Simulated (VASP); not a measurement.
# NaH: single point with PBE

Crystal: NaH.

```
CELL_PARAMETERS angstrom
0.00000 2.37900 2.50100
2.37900 0.00000 2.50100
2.37900 2.37900 0.00000
ATOMIC_POSITIONS crystal
Na 0.00000 0.00000 0.00000
H 0.50000 0.50000 0.50000
```

This cell differs from its parent crystal: strain -0.025 along x and y, +0.025 along z.

```json
{
 "Program": "VASP 6.6.1",
 "Task": "single point",
 "Functional": "PBE",
 "Potentials or basis": "VASP PAW PBE potentials, release 64 (Na_pv, H)",
 "Cutoff": "520 eV",
 "k mesh": "8 × 8 × 8",
 "Occupations": "gaussian, width 0.05 eV",
 "Spin": "no spin polarisation"
}
```

```
Pressure               : 0.0 GPa
Band gap on the k mesh : 3.72 eV, indirect (least direct gap 4.61 eV)
```

Stress tensor (GPa, compression positive):
```
 0.47  0.00  0.00
 0.00  0.47  0.00
 0.00  0.00 -1.00
```

Levels at points of the mesh, in eV from the valence-band top:
```tsv
k point	band 1	band 2	band 3	band 4	band 5	band 6	band 7	band 8	band 9
(0.00, 0.00, 0.00)	-22.16	-22.14	-22.14	-3.65	10.31	15.38	15.64	15.64	16.36
(0.50, 0.00, 0.00)	-22.24	-22.17	-22.15	-0.90	3.72	10.68	12.93	13.70	15.93
(0.50, 0.50, 0.00)	-22.24	-22.17	-22.17	-0.39	4.21	10.31	11.03	11.03	11.86
(0.50, 0.00, 0.50)	-22.23	-22.19	-22.18	-0.14	4.79	9.83	10.38	10.46	11.61
```

It took 7.8 s on 1 thread of Intel(R) Xeon(R) 6975P-C (Granite Rapids), with other jobs on the host, peak memory 0.15 GiB.

Caveat: the cell differs from its parent crystal (strain -0.025 along x and y, +0.025 along z). A k mesh can miss the band edges.
